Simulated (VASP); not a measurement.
Set up this calculation in VASP 6.6.1, as the native input.

| Property | Result |
| --- | --- |
| Task | single point |
| Functional | PBE |
| Potentials or basis | VASP PAW PBE potentials, release 64 (Na_pv, B) |
| Cutoff | 520 eV |
| k mesh | 6 × 6 × 6 |
| Occupations | gaussian, width 0.1 eV |
| Spin | no spin polarisation |
| Dipole correction | no |
| Further INCAR settings | ALGO = Normal; EDIFF = 1e-06; NBANDS = 12 |

The structure of NaB lies in POSCAR:

```
NaB
1.0
    3.6053803400      0.0000000000      0.0000000000
    0.0000000000      3.6053803400      0.0000000000
    0.0000000000      0.0000000000      3.6053803400
Na B
1 1
Direct
    0.5000000000      0.5000000000      0.5000000000
    0.0000000000      0.0000000000      0.0000000000
```

One way to write it, as run:

INCAR

```
SYSTEM = NaB
PREC = Accurate
ENCUT = 520
EDIFF = 1E-6
ISMEAR = 0
SIGMA = 0.1
LREAL = .False.
LASPH = .True.
NELM = 100
ALGO = Normal
ISIF = 2
LWAVE = .False.
LCHARG = .False.
GGA = PE
NBANDS = 12
```

KPOINTS

```
Automatic mesh
0
Gamma
  6 6 6
  0 0 0
```

Potentials or basis: VASP PAW PBE potentials, release 64 (Na_pv, B).

Command:

```sh
$ cat potpaw_PBE.64/Na_pv/POTCAR potpaw_PBE.64/B/POTCAR > POTCAR
$ mpirun -np 1 vasp_std > vasp.out
```

Results of the run:

```json
{
  "Pressure": "-6.0 GPa",
  "Band gap on the k mesh": "zero (band 5 reaches 2.10 eV, above the bottom of band 6 at -0.57 eV)"
}
```

Run time: 3.4 s on 1 thread of Intel(R) Xeon(R) 6975P-C (Granite Rapids) (shared host), peak memory 0.15 GiB.
